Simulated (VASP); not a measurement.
Here is a VASP 6.6.1 calculation.

INCAR

```
SYSTEM = W
  ALGO = Fast
  EDIFF = 1E-6
  ENCUT = 520
  GGA = CA
  ISIF = 2
  ISMEAR = 0
  LASPH = .TRUE.
  LCHARG = .FALSE.
  LREAL = .FALSE.
  LWAVE = .FALSE.
  NBANDS = 36
  NELM = 60
  PREC = Accurate
  SIGMA = 0.15
```

Contents of KPOINTS:

```
k-points
0
G
  18 18 5
  0 0 0
```

POSCAR

```
W
1.0
   -1.5973000000      1.5973000000     -1.5973000000
   -1.5973000000     -1.5973000000      1.5973000000
    0.0000000000      7.4498601718      7.4498601718
W
4
Direct
    0.0000000000      0.0000000000      0.7504234806
    0.5000000000      0.5000000000      0.1072033544
    0.0000000000      0.0000000000      0.3216100631
    0.5000000000      0.5000000000      0.5360167718
```

Potentials or basis: VASP PAW LDA potentials, release 64 (W_sv).

The run is started by

```sh
$ cat potpaw_LDA.64/W_sv/POTCAR > POTCAR
$ mpirun -np 1 vasp_std > vasp.out
```

Q: Predict the largest force.

A: 0.532 eV/Å.

Q: Predict the band gap on the k mesh.

A: Zero (bands 28 and 29 overlap by 1.97 eV).

Q: Estimate the pressure.

A: -22.7 GPa.

Stress tensor (GPa, compression positive):
```
-23.22   0.00   0.00
  0.00 -22.39  -1.09
  0.00  -1.09 -22.39
```

Caveat: the cell differs from its parent crystal (the distance across one plane changed); the cell stands under tension; spin-orbit coupling is left out, which moves the levels of the heavy elements.
